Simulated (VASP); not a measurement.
# Ni (Im-3m) in VASP: notebook

The runs below take Ni through density of states, with LDA.

All numbers are computed with VASP 6.6.1; they aren't measurements. Logs are shortened: lines on timing, memory, paths and dates and some standing lists are left out, and cuts for length are marked.

## Step 1: The cell of the first run

It takes space group Im-3m (No. 229, cubic). Conventional cell: a = 2.767 Å, b = 2.767 Å, c = 2.767 Å, α = 90.00°, β = 90.00°, γ = 90.00°. Ni (site symmetry m-3m) has 14 Ni at 2.40 to 2.77 Å within 3.2 Å.

## Step 2: Density of states, LDA

POSCAR

```
Ni
1.0
   -1.3837154700      1.3837154700      1.3837154700
    1.3837154700     -1.3837154700      1.3837154700
    1.3837154700      1.3837154700     -1.3837154700
Ni
1
Direct
    0.0000000000      0.0000000000      0.0000000000
```

INCAR.step1

```
PREC = Accurate
ENCUT = 520
EDIFF = 1E-6
ISMEAR = -1
SIGMA = 0.05
LREAL = False
LASPH = True
NELM = 100
ALGO = Normal
ISIF = 2
LWAVE = False
LCHARG = True
LMAXMIX = 4
GGA = CA
NBANDS = 11
```

KPOINTS.step1

```
regular mesh
0
Gamma
  17 17 17
```

INCAR.step2

```
PREC = Accurate
ENCUT = 520
EDIFF = 1E-6
ISMEAR = -5
SIGMA = 0.05
LREAL = False
LASPH = True
NELM = 100
ALGO = Normal
ISIF = 2
LWAVE = False
LCHARG = False
LMAXMIX = 4
GGA = CA
LORBIT = 11
NEDOS = 2001
ICHARG = 11
```

KPOINTS.step2

```
regular mesh
0
Gamma
  26 26 26
```

Potentials or basis: VASP PAW LDA potentials, release 64 (Ni).

Launch:

```
> cat potpaw_LDA.64/Ni/POTCAR > POTCAR
> cp INCAR.step1 INCAR
> cp KPOINTS.step1 KPOINTS
> mpirun -np 1 vasp_std > vasp.out
> cp INCAR.step2 INCAR
> cp KPOINTS.step2 KPOINTS
> mpirun -np 1 vasp_std > vasp.out
```

OUTCAR:

```text
PREC = Accurate
   ENCUT = 520
   EDIFF = 1E-6
   ISMEAR = -5
   LREAL = False
   LASPH = True
   NELM = 100
   ISIF = 2
   GGA = CA
   LORBIT = 11
   ICHARG = 11

 ion  position               nearest neighbor table
   1  0.000  0.000  0.000-

  LATTYP: Found a body centered cubic cell.
 ALAT       =     2.7674309400

  Lattice vectors:

 A1 = (  -1.3837154700,   1.3837154700,   1.3837154700)
 A2 = (   1.3837154700,  -1.3837154700,   1.3837154700)
 A3 = (   1.3837154700,   1.3837154700,  -1.3837154700)

Analysis of symmetry for initial positions (statically):
=====================================================================
 Subroutine PRICEL returns:
 Original cell was already a primitive cell.

 Routine SETGRP: Setting up the symmetry group for a
 body centered cubic supercell.

 Subroutine GETGRP returns: Found 48 space group operations
 (whereof 48 operations were pure point group operations)
 out of a pool of 48 trial point group operations.

The static configuration has the point symmetry O_h .

Analysis of symmetry for dynamics (positions and initial velocities):
=====================================================================
 Subroutine PRICEL returns:
 Original cell was already a primitive cell.

 Routine SETGRP: Setting up the symmetry group for a
 body centered cubic supercell.

 Subroutine GETGRP returns: Found 48 space group operations
 (whereof 48 operations were pure point group operations)
 out of a pool of 48 trial point group operations.

The dynamic configuration has the point symmetry O_h .

 Subroutine INISYM returns: Found 48 space group operations
 (whereof 48 operations are pure point group operations),
 and found     1 'primitive' translations

----------------------------------------------------------------------------------------

                                     Primitive cell

  volume of cell :      10.5974

  direct lattice vectors                    reciprocal lattice vectors
    -1.383715470  1.383715470  1.383715470     0.000000000  0.361345964  0.361345964
     1.383715470 -1.383715470  1.383715470     0.361345964  0.000000000  0.361345964
     1.383715470  1.383715470 -1.383715470     0.361345964  0.361345964  0.000000000

  length of vectors
     2.396665497  2.396665497  2.396665497     0.511020363  0.511020363  0.511020363

  position of ions in fractional coordinates (direct lattice)
     0.000000000  0.000000000  0.000000000

  ion indices of the primitive-cell ions
   primitive index   ion index
[... 82 lines left out ...]
   ISYM   =      2    0-nonsym 1-usesym 2-fastsym
   POTIM  = 0.5000    time-step for ionic-motion
   TEBEG  =    0.0;   TEEND  =   0.0 temperature during run
   PSTRESS=    0.0 pullay stress
   NELECT =      10.0000    total number of electrons
   NUPDOWN=      -1.0000    fix difference up-down
   EMIN   =  10.00;   EMAX   =-10.00  energy-range for DOS
   EFERMI =   0.00;   METHOD = LEGACY
   ISMEAR =    -5;   SIGMA  =   0.05  broadening in eV -4-tet -1-fermi 0-gaus
   EFERMI_NEDOS =   21; number of points for ismear=-14 and -15
   IALGO  =     38    algorithm
   IMIX   =      4    mixing-type and parameters
     AMIX     =   0.40;   BMIX     =  1.00
     AMIX_MAG =   1.60;   BMIX_MAG =  1.00
  volume/ion in A,a.u.               =      10.60        71.51
  Fermi-wavevector in a.u.,A,eV,Ry     =   1.605738  3.034405 35.081190  2.578395
  Thomas-Fermi vector in A             =   2.702037
   LORBIT       =     11    0 simple, 1 ext, 2 COOP (PROOUT), +10 PAW based schemes
   GGA     = CA    functional components
   LHFCALC =     F    Hartree Fock is set to
   AEXX    =    0.0000 exact exchange contribution
   IVDW    =     0    specifies the selected vdW correction
   LEPSILON=     F    determine dielectric tensor
   LRPA    =     F    only Hartree local field effects (RPA)
 non-spin polarized calculation
 Fermi weights with tetrahedron method with Bloechl corrections
  energy-cutoff  :      520.00
  volume of cell :       10.60
 maximum number of plane-waves:       321
 NGX is ok and might be reduce to    18

 number of electron      10.0000004 magnetization

 Free energy of the ion-electron system (eV)
  ---------------------------------------------------
  ext. energy  EPLUGINS =         0.00000000
  ---------------------------------------------------
  free energy    TOTEN  =        -6.45811237 eV

  energy without entropy =       -6.45811237  energy(sigma->0) =       -6.45811237

 E-fermi :   9.2275     XC(G=0): -13.7660

 val. band max:        9.2738219681   @ k =  -0.3846   0.3846   0.0769
 cond. band min:       9.2332210417   @ k =  -0.2308   0.2692   0.1538
 fundamental gap:     -0.0406009264
 Fermi energy:         9.2274632128

 k-point     1 :       0.0000    0.0000    0.0000
  band No.  band energies     occupation
      1       0.2641      2.00000
      2       7.2485      2.00000
      3       7.2485      2.00000
      4       7.2485      2.00000
      5       8.6784      2.00000
      6       8.6784      2.00000
      7      36.0706      0.00000
      8      36.0706      0.00000
      9      36.0706      0.00000
[... 265 lines left out ...]
 k-point    24 :       0.3846    0.0385    0.0000
  band No.  band energies     occupation
      1       4.5897      2.00000
      2       6.3524      2.00000
      3       8.1516      2.00000
      4       8.6130      2.00000
      5       8.8949      2.04931
      6       9.5368     -0.01570
      7      18.2808      0.00000
      8      28.7549      0.00000
      9      30.0075      0.00000

 [... further k-points ...]

------------------------ aborting loop because EDIFF is reached ----------------------------------------

  FORCE on cell =-STRESS in cart. coord.  units (eV):
  Direction    XX          YY          ZZ          XY          YZ          ZX
  --------------------------------------------------------------------------------------
  -------------------------------------------------------------------------------------
  Total       -0.8150391     -0.8150391     -0.8150391     -0.0000000      0.0000000     -0.0000000
  in kB     -123.2221164   -123.2221164   -123.2221164     -0.0000000      0.0000000     -0.0000000
  external PRESSURE =    -123.2221164 kB  Pullay stress =       0.0000000 kB

 VOLUME and BASIS-vectors are now :
 -----------------------------------------------------------------------------
  energy-cutoff  :      520.00
  volume of cell :       10.60
      direct lattice vectors                 reciprocal lattice vectors
    -1.383715470  1.383715470  1.383715470     0.000000000  0.361345964  0.361345964
     1.383715470 -1.383715470  1.383715470     0.361345964  0.000000000  0.361345964
     1.383715470  1.383715470 -1.383715470     0.361345964  0.361345964  0.000000000

 POSITION                                       TOTAL-FORCE (eV/Angst)
 -----------------------------------------------------------------------------------
      0.00000      0.00000      0.00000         0.000000     -0.000000      0.000000
 -----------------------------------------------------------------------------------
    total drift:                               -0.000000      0.000000      0.000000

  FREE ENERGIE OF THE ION-ELECTRON SYSTEM (eV)
  ---------------------------------------------------
  free  energy   TOTEN  =        -6.4581123738 eV

  energy  without entropy=       -6.4581123738  energy(sigma->0) =       -6.45811237

 total charge

# of ion       s       p       d       tot
------------------------------------------
    1        0.503   0.509   8.360   9.372
```

OUTCAR.step1:

```text
PREC = Accurate
   ENCUT = 520
   EDIFF = 1E-6
   ISMEAR = -1
   LREAL = False
[... 552 lines left out ...]

 POSITION                                       TOTAL-FORCE (eV/Angst)
 -----------------------------------------------------------------------------------
      0.00000      0.00000      0.00000         0.000000     -0.000000     -0.000000
 -----------------------------------------------------------------------------------
    total drift:                                0.000000      0.000000      0.000000

  FREE ENERGIE OF THE ION-ELECTRON SYSTEM (eV)
  ---------------------------------------------------
  free  energy   TOTEN  =        -6.4667434464 eV

  energy  without entropy=       -6.4506360510  energy(sigma->0) =       -6.45868975
```

Run time: 46 s. Hardware: 1 thread of Intel Xeon Platinum 8488C (Sapphire Rapids), shared host; peak memory 0.19 GiB.

Results:

| Quantity | Value |
| --- | --- |
| Valence electrons inside the program's atomic spheres | Ni 9.37 |

Levels at points of the mesh, in eV from the Fermi level:
| k point | band 2 | band 3 | band 4 | band 5 | band 6 | band 7 | band 8 | band 9 |
| --- | --- | --- | --- | --- | --- | --- | --- | --- |
| (0.00, 0.00, 0.00) | -1.98 | -1.98 | -1.98 | -0.55 | -0.55 | 26.84 | 26.84 | 26.84 |
| (0.50, 0.00, 0.00) | -2.96 | -0.61 | -0.38 | 0.35 | 0.42 | 6.94 | 19.44 | 20.43 |
| (0.50, 0.50, 0.50) | -4.07 | 0.18 | 0.18 | 0.18 | 10.00 | 10.00 | 10.00 | 16.20 |

Caveat: the run has no spin polarisation, though such a crystal can be magnetic; tetrahedron occupations give inexact forces and stress in metals.

## Step 3: Density of states, LDA, collinear spin, ferromagnetic start

POSCAR is that of step 2.

INCAR.step1

```
SYSTEM = Ni
ALGO = Normal ; EDIFF = 1E-7
ENCUT = 520 ; ISIF = 2
ISMEAR = -1 ; ISPIN = 2
LASPH = .True. ; LCHARG = .True.
LMAXMIX = 4 ; LREAL = .False.
LWAVE = .False. ; MAGMOM = 1.5
NBANDS = 15 ; NELM = 150
PREC = Accurate ; SIGMA = 0.05
```

KPOINTS.step1

```
k-points
0
Gamma
  17 17 17
  0 0 0
```

INCAR.step2

```
SYSTEM = Ni
ALGO = Normal ; EDIFF = 1E-7
ENCUT = 520 ; ICHARG = 11
ISIF = 2 ; ISMEAR = -5
ISPIN = 2 ; LASPH = .True.
LCHARG = .False. ; LMAXMIX = 4
LORBIT = 11 ; LREAL = .False.
LWAVE = .False. ; MAGMOM = 1.5
NEDOS = 2001 ; NELM = 150
PREC = Accurate ; SIGMA = 0.05
```

KPOINTS.step2

```
k-points
0
Gamma
  26 26 26
  0 0 0
```

Potentials or basis: VASP PAW LDA potentials, release 64 (Ni).

Launch:

```
> cat potpaw_LDA.64/Ni/POTCAR > POTCAR
> cp INCAR.step1 INCAR
> cp KPOINTS.step1 KPOINTS
> mpirun -np 1 vasp_std > vasp.out
> cp INCAR.step2 INCAR
> cp KPOINTS.step2 KPOINTS
> mpirun -np 1 vasp_std > vasp.out
```

OUTCAR:

```text
SYSTEM = Ni
   EDIFF = 1E-7
   ENCUT = 520
   ICHARG = 11
   ISIF = 2
   ISMEAR = -5
   ISPIN = 2
   LASPH = .True.
   LORBIT = 11
   LREAL = .False.
   NELM = 150
   PREC = Accurate

 ion  position               nearest neighbor table
   1  0.000  0.000  0.000-

  LATTYP: Found a body centered cubic cell.
 ALAT       =     2.7674309400

  Lattice vectors:

 A1 = (  -1.3837154700,   1.3837154700,   1.3837154700)
 A2 = (   1.3837154700,  -1.3837154700,   1.3837154700)
 A3 = (   1.3837154700,   1.3837154700,  -1.3837154700)

Analysis of symmetry for initial positions (statically):
=====================================================================
 Subroutine PRICEL returns:
 Original cell was already a primitive cell.

 Routine SETGRP: Setting up the symmetry group for a
 body centered cubic supercell.

 Subroutine GETGRP returns: Found 48 space group operations
 (whereof 48 operations were pure point group operations)
 out of a pool of 48 trial point group operations.

The static configuration has the point symmetry O_h .

Analysis of symmetry for dynamics (positions and initial velocities):
=====================================================================
 Subroutine PRICEL returns:
 Original cell was already a primitive cell.

 Routine SETGRP: Setting up the symmetry group for a
 body centered cubic supercell.

 Subroutine GETGRP returns: Found 48 space group operations
 (whereof 48 operations were pure point group operations)
 out of a pool of 48 trial point group operations.

The dynamic configuration has the point symmetry O_h .

Analysis of structural, dynamic, and magnetic symmetry:
=====================================================================
 Subroutine PRICEL returns:
 Original cell was already a primitive cell.

 Routine SETGRP: Setting up the symmetry group for a
 body centered cubic supercell.

 Subroutine GETGRP returns: Found 48 space group operations
 (whereof 48 operations were pure point group operations)
 out of a pool of 48 trial point group operations.

[... 154 lines left out ...]

 spin component 1

 k-point     1 :       0.0000    0.0000    0.0000
  band No.  band energies     occupation
      1       0.2470      1.00000
      2       7.0497      1.00000
      3       7.0497      1.00000
      4       7.0497      1.00000
      5       8.5077      1.00000
      6       8.5077      1.00000
      7      36.0718      0.00000
      8      36.0718      0.00000
      9      36.0718      0.00000
     10      41.1645      0.00000
[... 287 lines left out ...]
 k-point    24 :       0.3846    0.0385    0.0000
  band No.  band energies     occupation
      1       4.4906      1.00000
      2       6.1692      1.00000
      3       8.0611      1.00000
      4       8.4311      1.00000
      5       8.7279      1.00197
      6       9.3353      0.14095
      7      18.1932      0.00000
      8      28.7387      0.00000
      9      29.9646      0.00000
     10      34.0791      0.00000

 [... further k-points ...]

 spin component 2

 k-point     1 :       0.0000    0.0000    0.0000
  band No.  band energies     occupation
      1       0.2828      1.00000
      2       7.4757      1.00000
      3       7.4757      1.00000
      4       7.4757      1.00000
      5       8.8626      1.00000
      6       8.8626      1.00000
      7      36.0680      0.00000
      8      36.0680      0.00000
      9      36.0680      0.00000
     10      41.1843      0.00000
[... 287 lines left out ...]
 k-point    24 :       0.3846    0.0385    0.0000
  band No.  band energies     occupation
      1       4.6975      1.00000
      2       6.5613      1.00000
      3       8.2458      1.00000
      4       8.8156      1.00000
      5       9.0769      0.98910
      6       9.7735      0.00000
      7      18.3817      0.00000
      8      28.7715      0.00000
      9      30.0563      0.00000
     10      34.1976      0.00000

 [... further k-points ...]

------------------------ aborting loop because EDIFF is reached ----------------------------------------

  FORCE on cell =-STRESS in cart. coord.  units (eV):
  Direction    XX          YY          ZZ          XY          YZ          ZX
  --------------------------------------------------------------------------------------
  -------------------------------------------------------------------------------------
  Total       -0.7851371     -0.7851371     -0.7851371      0.0000000      0.0000000      0.0000000
  in kB     -118.7013652   -118.7013652   -118.7013652      0.0000000      0.0000000      0.0000000
  external PRESSURE =    -118.7013652 kB  Pullay stress =       0.0000000 kB

 VOLUME and BASIS-vectors are now :
 -----------------------------------------------------------------------------
  energy-cutoff  :      520.00
  volume of cell :       10.60
      direct lattice vectors                 reciprocal lattice vectors
    -1.383715470  1.383715470  1.383715470     0.000000000  0.361345964  0.361345964
     1.383715470 -1.383715470  1.383715470     0.361345964  0.000000000  0.361345964
     1.383715470  1.383715470 -1.383715470     0.361345964  0.361345964  0.000000000

 POSITION                                       TOTAL-FORCE (eV/Angst)
 -----------------------------------------------------------------------------------
      0.00000      0.00000      0.00000        -0.000000      0.000000     -0.000000
 -----------------------------------------------------------------------------------
    total drift:                               -0.000000     -0.000000     -0.000000

  FREE ENERGIE OF THE ION-ELECTRON SYSTEM (eV)
  ---------------------------------------------------
  free  energy   TOTEN  =        -6.4607270547 eV

  energy  without entropy=       -6.4607270547  energy(sigma->0) =       -6.46072705

 total charge

# of ion       s       p       d       tot
------------------------------------------
    1        0.503   0.510   8.359   9.372

 magnetization (x)

# of ion       s       p       d       tot
------------------------------------------
    1       -0.002  -0.008   0.439   0.428
```

Wall time 3.2 min (1 thread of Intel Xeon Platinum 8259CL at 2.50GHz (Skylake/Cascade Lake), shared host); peak memory 0.26 GiB.

Results:

```
Net moment                                            : 0.41 μB per cell
Site moments                                          : Ni +0.43 μB
Valence electrons inside the program's atomic spheres : Ni 9.37
```

Caveat: tetrahedron occupations give inexact forces and stress in metals.

## Step 4: Density of states, LDA, collinear spin, ferromagnetic start

POSCAR is that of step 3.

INCAR.step1

```
SYSTEM = Ni
ALGO = Normal ; EDIFF = 1E-6
ENCUT = 520 ; ISIF = 2
ISMEAR = -1 ; ISPIN = 2
LASPH = .TRUE. ; LCHARG = .TRUE.
LMAXMIX = 4 ; LREAL = .FALSE.
LWAVE = .FALSE. ; MAGMOM = 0.5
NBANDS = 15 ; NELM = 150
PREC = Accurate ; SIGMA = 0.05
```

KPOINTS.step1

```
k-points
0
G
  17 17 17
  0 0 0
```

INCAR.step2

```
SYSTEM = Ni
ALGO = Normal ; EDIFF = 1E-6
ENCUT = 520 ; ICHARG = 11
ISIF = 2 ; ISMEAR = -5
ISPIN = 2 ; LASPH = .TRUE.
LCHARG = .FALSE. ; LMAXMIX = 4
LORBIT = 11 ; LREAL = .FALSE.
LWAVE = .FALSE. ; MAGMOM = 0.5
NBANDS = 15 ; NEDOS = 1001
NELM = 150 ; PREC = Accurate
SIGMA = 0.05
```

KPOINTS.step2

```
k-points
0
G
  26 26 26
  0 0 0
```

Launch:

```
> cat potpaw_LDA.64/Ni/POTCAR > POTCAR
> cp INCAR.step1 INCAR
> cp KPOINTS.step1 KPOINTS
> mpirun -np 1 vasp_std > vasp.out
> cp INCAR.step2 INCAR
> cp KPOINTS.step2 KPOINTS
> mpirun -np 1 vasp_std > vasp.out
```

Wall time 4.1 min (1 thread of Intel Xeon Platinum 8259CL at 2.50GHz (Skylake/Cascade Lake), shared host); peak memory 0.33 GiB.

The run converged. Its results:

```yaml
Net_moment: 0.41 μB per cell
Site_moments: Ni +0.43 μB
Valence_electrons_inside_the_program's_atomic_spheres: Ni 9.37
```

Levels at points of the mesh, in eV from the Fermi level:
Spin up:
```csv
k point,band 1,band 2,band 3,band 4,band 5,band 6,band 7,band 8,band 9,band 10
"(0.00, 0.00, 0.00)",-9.01,-2.20,-2.20,-2.20,-0.74,-0.74,26.82,26.82,26.82,31.91
"(0.50, 0.00, 0.00)",-4.65,-3.17,-0.82,-0.58,0.17,0.31,6.80,19.41,20.36,24.29
"(0.50, 0.50, 0.50)",-4.21,-4.21,-0.07,-0.07,-0.07,9.95,9.95,9.95,16.11,16.11
```
Spin down:
```tsv
k point	band 2	band 3	band 4	band 5	band 6	band 7	band 8	band 9
(0.00, 0.00, 0.00)	-1.78	-1.78	-1.78	-0.39	-0.39	26.82	26.82	26.82
(0.50, 0.00, 0.00)	-2.78	-0.43	-0.22	0.34	0.65	7.05	19.42	20.45
(0.50, 0.50, 0.50)	-3.97	0.41	0.41	0.41	10.01	10.01	10.01	16.25
```

Caveat: tetrahedron occupations give inexact forces and stress in metals.
